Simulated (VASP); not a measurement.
# Bi (Cmce) in VASP: a series of runs

Bi is run at these levels: r2SCAN; tasks: single point.

Program: VASP 6.6.1. These are calculated values, not measurements. Logs are shortened: lines on timing, memory, paths and dates and some standing lists are left out, and cuts for length are marked.

**1. The cell of the first run**

It takes space group Cmce (No. 64, orthorhombic). Conventional cell: a = 4.516 Å, b = 12.854 Å, c = 5.083 Å, α = 90.00°, β = 90.00°, γ = 90.00°. Bi (site symmetry m) has 9 Bi at 3.03 to 4.27 Å within 4.3 Å.

**2. Single point, r2SCAN**

POSCAR

```
Bi
1.0
    2.2580968409     -6.4269103984      0.0000000000
    2.2580968409      6.4269103984      0.0000000000
    0.0000000000      0.0000000000      5.0829188310
Bi
4
Direct
    0.1165137890      0.8834862110      0.9535405389
    0.6165137890      0.3834862110      0.5464594611
    0.8834862110      0.1165137890      0.0464594611
    0.3834862110      0.6165137890      0.4535405389
```

INCAR.step1

```
SYSTEM = Bi
PREC = Accurate ; ENCUT = 520
ISMEAR = 0 ; SIGMA = 0.01
LREAL = .FALSE. ; LASPH = .TRUE.
NELM = 100 ; NBANDS = 38
GGA = PE ; ALGO = Normal
EDIFF = 1E-4 ; LWAVE = .TRUE.
LCHARG = .FALSE.
```

INCAR.step2

```
SYSTEM = Bi
PREC = Accurate ; ENCUT = 520
EDIFF = 1E-6 ; ISMEAR = 0
SIGMA = 0.01 ; LREAL = .FALSE.
LASPH = .TRUE. ; NELM = 100
ALGO = Normal ; ISIF = 2
LWAVE = .FALSE. ; LCHARG = .TRUE.
METAGGA = R2SCAN ; LMIXTAU = .TRUE.
LELF = .TRUE. ; LVHAR = .TRUE.
NBANDS = 38 ; ISTART = 1
```

KPOINTS

```
Automatic mesh
0
G
  8 8 8
  0 0 0
```

Potentials or basis: VASP PAW PBE potentials, release 64 (Bi_d).

Run with:

```
> cat potpaw_PBE.64/Bi_d/POTCAR > POTCAR
> cp INCAR.step1 INCAR
> mpirun -np 1 vasp_std > vasp.out
> cp INCAR.step2 INCAR
> mpirun -np 1 vasp_std > vasp.out
```

OUTCAR:

```text
SYSTEM = Bi
   PREC = Accurate
   ENCUT = 520
   EDIFF = 1E-6
   ISMEAR = 0
   LREAL = .FALSE.
   LASPH = .TRUE.
   NELM = 100
   ISIF = 2
   METAGGA = R2SCAN
   ISTART = 1

 ion  position               nearest neighbor table
   1  0.117  0.883  0.954-   3 3.03   2 3.06   2 3.06   2 3.77   2 3.77
   2  0.617  0.383  0.546-   4 3.03   1 3.06   1 3.06   1 3.77   1 3.77
   3  0.883  0.117  0.046-   1 3.03   4 3.06   4 3.06   4 3.77   4 3.77
   4  0.383  0.617  0.454-   2 3.03   3 3.06   3 3.06   3 3.77   3 3.77

  LATTYP: Found a base centered orthorhombic cell.
 ALAT       =     4.5161936818
 B/A-ratio  =     2.8461624329
 C/A-ratio  =     1.1254873438

  Lattice vectors:

 A1 = (   2.2580968409,  -6.4269103984,   0.0000000000)
 A2 = (   2.2580968409,   6.4269103984,   0.0000000000)
 A3 = (   0.0000000000,   0.0000000000,   5.0829188310)

Analysis of symmetry for initial positions (statically):
=====================================================================
 Subroutine PRICEL returns:
 Original cell was already a primitive cell.

 Routine SETGRP: Setting up the symmetry group for a
 base centered orthorhombic supercell.

 Subroutine GETGRP returns: Found  8 space group operations
 (whereof  4 operations were pure point group operations)
 out of a pool of  8 trial point group operations.

The static configuration has the point symmetry C_2h.
 The point group associated with its full space group is D_2h.

Analysis of symmetry for dynamics (positions and initial velocities):
=====================================================================
 Subroutine PRICEL returns:
 Original cell was already a primitive cell.

 Routine SETGRP: Setting up the symmetry group for a
 base centered orthorhombic supercell.

 Subroutine GETGRP returns: Found  8 space group operations
 (whereof  4 operations were pure point group operations)
 out of a pool of  8 trial point group operations.

The dynamic configuration has the point symmetry C_2h.
 The point group associated with its full space group is D_2h.

 Subroutine INISYM returns: Found  8 space group operations
 (whereof  4 operations are pure point group operations),
 and found     1 'primitive' translations

----------------------------------------------------------------------------------------

                                     Primitive cell

  volume of cell :     147.5326

  direct lattice vectors                    reciprocal lattice vectors
     2.258096841 -6.426910398  0.000000000     0.221425402 -0.077797879  0.000000000
     2.258096841  6.426910398  0.000000000     0.221425402  0.077797879  0.000000000
     0.000000000  0.000000000  5.082918831     0.000000000  0.000000000  0.196737354

  length of vectors
     6.812061260  6.812061260  5.082918831     0.234694948  0.234694948  0.196737354

  position of ions in fractional coordinates (direct lattice)
     0.116513789  0.883486211  0.953540539
     0.616513789  0.383486211  0.546459461
     0.883486211  0.116513789  0.046459461
     0.383486211  0.616513789  0.453540539

  ion indices of the primitive-cell ions
   primitive index   ion index
                 1           1
                 2           2
                 3           3
                 4           4

----------------------------------------------------------------------------------------

 KPOINTS: Automatic mesh

Automatic generation of k-mesh.
 Grid dimensions read from file:
 generate k-points for:    8    8    8

 Generating k-lattice:

  Cartesian coordinates                     Fractional coordinates (reciprocal lattice)
     0.027678175 -0.009724735  0.000000000     0.125000000  0.000000000  0.000000000
     0.027678175  0.009724735  0.000000000     0.000000000  0.125000000  0.000000000
     0.000000000  0.000000000  0.024592169     0.000000000  0.000000000  0.125000000

  Length of vectors
     0.029336868  0.029336868  0.024592169

  Shift w.r.t. Gamma in fractional coordinates (k-lattice)
     0.000000000  0.000000000  0.000000000

 Subroutine IBZKPT returns following result:
 ===========================================

 Found    105 irreducible k-points:

 Following reciprocal coordinates:
            Coordinates               Weight
  0.000000  0.000000  0.000000      1.000000
  0.125000  0.000000  0.000000      4.000000
  0.250000  0.000000  0.000000      4.000000
  0.375000 -0.000000  0.000000      4.000000
  0.500000  0.000000  0.000000      2.000000
  0.125000  0.125000  0.000000      2.000000
[... 16 lines left out ...]
  0.125000  0.000000  0.125000      8.000000
  0.250000  0.000000  0.125000      8.000000
 [... further k-points ...]
   k-points           NKPTS =    105   k-points in BZ     NKDIM =    105   number of bands    NBANDS=     38
   number of dos      NEDOS =    301   number of ions     NIONS =      4
   total plane-waves  NPLWV = 116640
   dimension x,y,z NGX =    54 NGY =   54 NGZ =   40
   dimension x,y,z NGXF=   108 NGYF=  108 NGZF=   80
   ions per type =               4
   NGX,Y,Z   is equivalent  to a cutoff of  13.18, 13.18, 13.08 a.u.
   NGXF,Y,Z  is equivalent  to a cutoff of  26.36, 26.36, 26.17 a.u.
 SYSTEM =  Bi
   PREC   = accura    normal or accurate (medium, high low for compatibility)
   ISTART =      1    job   : 0-new  1-cont  2-samecut
   ICHARG =      0    charge: 1-file 2-atom 10-const
   ISPIN  =      1    spin polarized calculation?
   LNONCOLLINEAR =      F non collinear calculations
   LSORBIT =      F    spin-orbit coupling
   LASPH  =      T    aspherical Exc in radial PAW
   ENCUT  =  520.0 eV  38.22 Ry    6.18 a.u.  12.67 12.67  9.45*2*pi/ulx,y,z
   NELM   =    100;   NELMIN=  2; NELMDL=  0     # of ELM steps
   EDIFF  = 0.1E-05   stopping-criterion for ELM
   LREAL  =      F    real-space projection
   EDIFFG = 0.1E-04   stopping-criterion for IOM
   NSW    =      0    number of steps for IOM
   IBRION =     -1    ionic relax: 0-MD 1-quasi-New 2-CG
   NFREE  =      0    steps in history (QN), initial steepest desc. (CG)
   ISIF   =      2    stress and relaxation
   ISYM   =      2    0-nonsym 1-usesym 2-fastsym
   POTIM  = 0.5000    time-step for ionic-motion
   TEBEG  =    0.0;   TEEND  =   0.0 temperature during run
   PSTRESS=    0.0 pullay stress
   NELECT =      60.0000    total number of electrons
   NUPDOWN=      -1.0000    fix difference up-down
   EMIN   =  10.00;   EMAX   =-10.00  energy-range for DOS
   EFERMI =   0.00;   METHOD = LEGACY
   ISMEAR =     0;   SIGMA  =   0.01  broadening in eV -4-tet -1-fermi 0-gaus
   EFERMI_NEDOS =   21; number of points for ismear=-14 and -15
   IALGO  =     38    algorithm
   IMIX   =      4    mixing-type and parameters
     AMIX     =   0.40;   BMIX     =  1.00
     AMIX_MAG =   1.60;   BMIX_MAG =  1.00
  volume/ion in A,a.u.               =      36.88       248.90
  Fermi-wavevector in a.u.,A,eV,Ry     =   1.212912  2.292071 20.016283  1.471155
  Thomas-Fermi vector in A             =   2.348381
   LORBIT       =      0    0 simple, 1 ext, 2 COOP (PROOUT), +10 PAW based schemes
   METAGGA = R2SCAN    functional components
   LHFCALC =     F    Hartree Fock is set to
   AEXX    =    0.0000 exact exchange contribution
   IVDW    =     0    specifies the selected vdW correction
   LEPSILON=     F    determine dielectric tensor
   LRPA    =     F    only Hartree local field effects (RPA)
 non-spin polarized calculation
 Gauss-broadening in eV      SIGMA  =   0.01
  energy-cutoff  :      520.00
  volume of cell :      147.53
 maximum number of plane-waves:      4002
 NGX is ok and might be reduce to    54
   NGX = 25   NGY = 25   NGZ = 19

 number of electron      60.0000004 magnetization

 Free energy of the ion-electron system (eV)
  ---------------------------------------------------
  ext. energy  EPLUGINS =         0.00000000
  ---------------------------------------------------
  free energy    TOTEN  =      -233.83473084 eV

  energy without entropy =     -233.83467550  energy(sigma->0) =     -233.83470317

 E-fermi :   5.6744     XC(G=0):  -9.9267

 val. band max:        5.6679015177   @ k =   0.3750   0.3750   0.0000
 cond. band min:       5.6772581227   @ k =   0.3750   0.3750   0.2500
 fundamental gap:      0.0093566050
 Fermi energy:         5.6743611031

 k-point     1 :       0.0000    0.0000    0.0000
  band No.  band energies     occupation
      1     -17.8269      2.00000
      2     -17.8197      2.00000
      3     -17.8053      2.00000
      4     -17.6831      2.00000
      5     -17.6743      2.00000
      6     -17.6578      2.00000
[... 30 lines left out ...]
     37      11.2229      0.00000
     38      11.8332      0.00000

 k-point     2 :       0.1250    0.0000    0.0000
  band No.  band energies     occupation
      1     -17.8153      2.00000
      2     -17.8122      2.00000
      3     -17.8022      2.00000
      4     -17.6733      2.00000
      5     -17.6655      2.00000
      6     -17.6589      2.00000
[... 30 lines left out ...]
     37      10.8215      0.00000
     38      11.8444      0.00000

 k-point     3 :       0.2500    0.0000    0.0000
  band No.  band energies     occupation
      1     -17.7941      2.00000
      2     -17.7937      2.00000
      3     -17.7812      2.00000
      4     -17.6619      2.00000
      5     -17.6493      2.00000
      6     -17.6485      2.00000
[... 30 lines left out ...]
     37      11.2339      0.00000
     38      11.9666      0.00000

 k-point     4 :       0.3750   -0.0000    0.0000
  band No.  band energies     occupation
      1     -17.7829      2.00000
      2     -17.7777      2.00000
      3     -17.7291      2.00000
      4     -17.6559      2.00000
      5     -17.6408      2.00000
      6     -17.6233      2.00000
[... 30 lines left out ...]
     37      12.3783      0.00000
     38      12.4047      0.00000
[... 703 lines left out ...]
      4     -17.6811      2.00000
      5     -17.6724      2.00000
      6     -17.6659      2.00000
[... 30 lines left out ...]
     37      10.9663      0.00000
     38      12.0742      0.00000

 k-point    23 :       0.1250    0.0000    0.1250
  band No.  band energies     occupation
      1     -17.8145      2.00000
      2     -17.8073      2.00000
      3     -17.7930      2.00000
      4     -17.6719      2.00000
      5     -17.6680      2.00000
      6     -17.6632      2.00000
[... 30 lines left out ...]
     37      11.0954      0.00000
     38      12.0513      0.00000

 k-point    24 :       0.2500    0.0000    0.1250
  band No.  band energies     occupation
      1     -17.8019      2.00000
      2     -17.7918      2.00000
      3     -17.7659      2.00000
      4     -17.6706      2.00000
      5     -17.6525      2.00000
      6     -17.6417      2.00000
[... 30 lines left out ...]
     37      11.2801      0.00000
     38      12.1845      0.00000

 [... further k-points ...]

------------------------ aborting loop because EDIFF is reached ----------------------------------------

  FORCE on cell =-STRESS in cart. coord.  units (eV):
  Direction    XX          YY          ZZ          XY          YZ          ZX
  --------------------------------------------------------------------------------------
  -------------------------------------------------------------------------------------
  Total       -0.0092607     -0.0067380     -0.0363749      0.0000000     -0.0000000      0.0000000
  in kB       -0.1005698     -0.0731731     -0.3950252      0.0000000     -0.0000000      0.0000000
  external PRESSURE =      -0.1895893 kB  Pullay stress =       0.0000000 kB

 VOLUME and BASIS-vectors are now :
 -----------------------------------------------------------------------------
  energy-cutoff  :      520.00
  volume of cell :      147.53
      direct lattice vectors                 reciprocal lattice vectors
     2.258096841 -6.426910398  0.000000000     0.221425402 -0.077797879  0.000000000
     2.258096841  6.426910398  0.000000000     0.221425402  0.077797879  0.000000000
     0.000000000  0.000000000  5.082918831     0.000000000  0.000000000  0.196737354

 POSITION                                       TOTAL-FORCE (eV/Angst)
 -----------------------------------------------------------------------------------
      2.25810      4.92926      4.84677         0.000000     -0.010304      0.004967
      2.25810     -1.49765      2.77761         0.000000     -0.010304     -0.004967
      2.25810     -4.92926      0.23615         0.000000      0.010304     -0.004967
      2.25810      1.49765      2.30531         0.000000      0.010304      0.004967
 -----------------------------------------------------------------------------------
    total drift:                                0.000000     -0.000000     -0.000000

  FREE ENERGIE OF THE ION-ELECTRON SYSTEM (eV)
  ---------------------------------------------------
  free  energy   TOTEN  =      -233.8347308425 eV

  energy  without entropy=     -233.8346754965  energy(sigma->0) =     -233.83470317
```

Run time: 41 min. Hardware: 1 thread of Oxide Virtual Turin-like, shared host; peak memory 0.61 GiB.

Results:

* Free energy: -233.8347 eV
* Pressure: 0.0 GPa
* Largest force: 0.011 eV/Å
* Band gap on the k mesh: zero (bands 30 and 31 overlap by 0.17 eV)

Forces in eV/Å, atoms in the order of the input:
```
Bi   0.000 -0.010  0.005
Bi   0.000 -0.010 -0.005
Bi   0.000  0.010 -0.005
Bi   0.000  0.010  0.005
```

Levels at points of the mesh, in eV from the Fermi level:
```tsv
k point	band 28	band 29	band 30	band 31	band 32	band 33
(0.00, 0.00, 0.00)	-1.61	-1.37	-0.59	2.48	2.74	2.74
(0.50, 0.00, 0.00)	-1.91	-1.35	-1.35	0.91	0.91	1.11
(0.50, 0.50, 0.00)	-1.40	-0.87	-0.35	-0.06	2.14	2.77
(0.00, 0.00, 0.50)	-1.13	-0.46	-0.46	0.54	0.54	1.52
(0.50, 0.00, 0.50)	-3.44	-1.37	-1.37	1.99	1.99	4.58
(0.50, 0.50, 0.50)	-1.31	-0.48	-0.48	0.80	0.80	1.56
```

Caveat: the PAW data sets were made with another functional, which shifts forces and pressure a little; spin-orbit coupling is left out, which moves the levels of the heavy elements.

**3. Single point, r2SCAN**

This run uses another cell than the first one, of 36.17 Å³/atom.

POSCAR

```
Bi
1.0
    2.7724853995     -4.6988486004      0.0000000000
    2.7724853995      4.6988486004      0.0000000000
    0.0000000000      0.0000000000      5.5523465554
Bi
4
Direct
    0.1525000000      0.8475000000      0.0785000000
    0.6525000000      0.3475000000      0.4215000000
    0.8475000000      0.1525000000      0.9215000000
    0.3475000000      0.6525000000      0.5785000000
```

INCAR.step1

```
SYSTEM = Bi
ALGO     = Normal         ! electronic algorithm
EDIFF    = 1E-5           ! SCF threshold, eV
ENCUT    = 550            ! plane-wave cutoff, eV
GGA      = PE             ! functional
GGA_COMPAT= .FALSE.      
ISMEAR   = 0              ! smearing method
LASPH    = .TRUE.         ! aspherical terms in the spheres
LCHARG   = .FALSE.        ! write CHGCAR
LREAL    = .FALSE.        ! projectors in reciprocal space
LWAVE    = .TRUE.         ! write WAVECAR
NBANDS   = 38             ! bands
NELM     = 120            ! most SCF steps
PREC     = Accurate       ! precision mode
SIGMA    = 0.1            ! smearing width, eV
```

INCAR.step2

```
SYSTEM = Bi
ALGO     = Normal         ! electronic algorithm
EDIFF    = 1E-6           ! SCF threshold, eV
ENCUT    = 550            ! plane-wave cutoff, eV
GGA_COMPAT= .FALSE.      
ISIF     = 2              ! what is computed and relaxed
ISMEAR   = 0              ! smearing method
ISTART   = 1            
LASPH    = .TRUE.         ! aspherical terms in the spheres
LCHARG   = .TRUE.         ! write CHGCAR
LELF     = .TRUE.         ! ELF
LMIXTAU  = .TRUE.       
LREAL    = .FALSE.        ! projectors in reciprocal space
LVHAR    = .TRUE.       
LWAVE    = .FALSE.        ! write WAVECAR
METAGGA  = R2SCAN         ! meta-GGA
NBANDS   = 38             ! bands
NELM     = 120            ! most SCF steps
PREC     = Accurate       ! precision mode
SIGMA    = 0.1            ! smearing width, eV
```

KPOINTS

```
k-points
0
G
  4 4 4
  0 0 0
```

Potentials or basis: VASP PAW PBE potentials, release 64 (Bi_d).

Run with:

```
> cat potpaw_PBE.64/Bi_d/POTCAR > POTCAR
> cp INCAR.step1 INCAR
> mpirun -np 1 vasp_std > vasp.out
> cp INCAR.step2 INCAR
> mpirun -np 1 vasp_std > vasp.out
```

Run time: 11 min. Hardware: 1 thread of Oxide Virtual Turin-like, shared host; peak memory 0.29 GiB.

Results (log left out):

```yaml
Free_energy: -232.7713 eV
Pressure: 2.0 GPa
Largest_force: 0.392 eV/Å
Band_gap_on_the_k_mesh: zero (bands 30 and 31 overlap by 1.25 eV)
```

Forces in eV/Å, atoms in the order of the input:
```
Bi   0.000 -0.127  0.371
Bi   0.000 -0.127 -0.371
Bi   0.000  0.127 -0.371
Bi   0.000  0.127  0.371
```

Stress tensor (GPa, compression positive):
```
1.01 0.00 0.00
0.00 2.99 0.00
0.00 0.00 1.94
```

Levels at points of the mesh, in eV from the Fermi level:
| k point | band 27 | band 28 | band 29 | band 30 | band 31 | band 32 | band 33 | band 34 |
| --- | --- | --- | --- | --- | --- | --- | --- | --- |
| (0.00, 0.00, 0.00) | -3.46 | -1.89 | -1.73 | -0.75 | 0.78 | 1.60 | 1.63 | 2.04 |
| (0.50, 0.00, 0.00) | -2.74 | -2.74 | -1.09 | -1.09 | 0.97 | 0.97 | 2.00 | 2.00 |
| (0.50, 0.50, 0.00) | -2.08 | -1.78 | -1.60 | -0.67 | -0.29 | 0.08 | 3.09 | 3.21 |
| (0.00, 0.00, 0.50) | -2.75 | -2.75 | -1.38 | -1.38 | 0.06 | 0.06 | 0.79 | 0.79 |
| (0.50, 0.00, 0.50) | -3.33 | -3.33 | 0.96 | 0.96 | 1.31 | 1.31 | 2.79 | 2.79 |
| (0.50, 0.50, 0.50) | -3.44 | -3.44 | -0.14 | -0.14 | 1.18 | 1.18 | 3.13 | 3.13 |

Caveat: the PAW data sets were made with another functional, which shifts forces and pressure a little; spin-orbit coupling is left out, which moves the levels of the heavy elements.

[end of part 1 of 2]

The gap in the log of VASP goes by the Fermi energy; the results here count the filled bands.